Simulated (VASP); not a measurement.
The system is TaN.

```
CELL_PARAMETERS angstrom
2.87802 0.00000 0.00000
-1.43901 2.49244 0.00000
0.00000 0.00000 2.82415
ATOMIC_POSITIONS crystal
Ta 0.00000 0.00000 0.50000
N 0.66667 0.33333 0.00000
```

Base run:

| Property | Result |
| --- | --- |
| Program | VASP 6.6.1 |
| Functional | LDA |
| Potentials or basis | VASP PAW LDA potentials, release 64 (Ta_sv_GW, N) |
| Cutoff | 600 eV |
| k mesh | 10 × 10 × 9 |
| Occupations | fermi-dirac, width 0.05 eV |
| Spin | no spin polarisation |

Its results: band gap on the k mesh zero (band 9 reaches 13.25 eV, above the bottom of band 10 at 12.94 eV); pressure 13.4 GPa.

The run is repeated on the same cell with these changes: potentials or basis from VASP PAW LDA potentials, release 64 (Ta_sv_GW, N) to VASP PAW LDA potentials, release 64 (Ta_pv, N); cutoff from 600 eV to 520 eV; further incar settings from ALGO = Normal; EDIFF = 1e-06; NBANDS = 16 to ALGO = Normal; EDIFF = 1e-06; NBANDS = 15; valence electrons from 18 to 16. What comes out?

Band gap on the k mesh zero (band 8 reaches 8.98 eV, above the bottom of band 9 at 8.67 eV); pressure 14.3 GPa.

Caveats: spin-orbit coupling is left out, which moves the levels of the heavy elements.
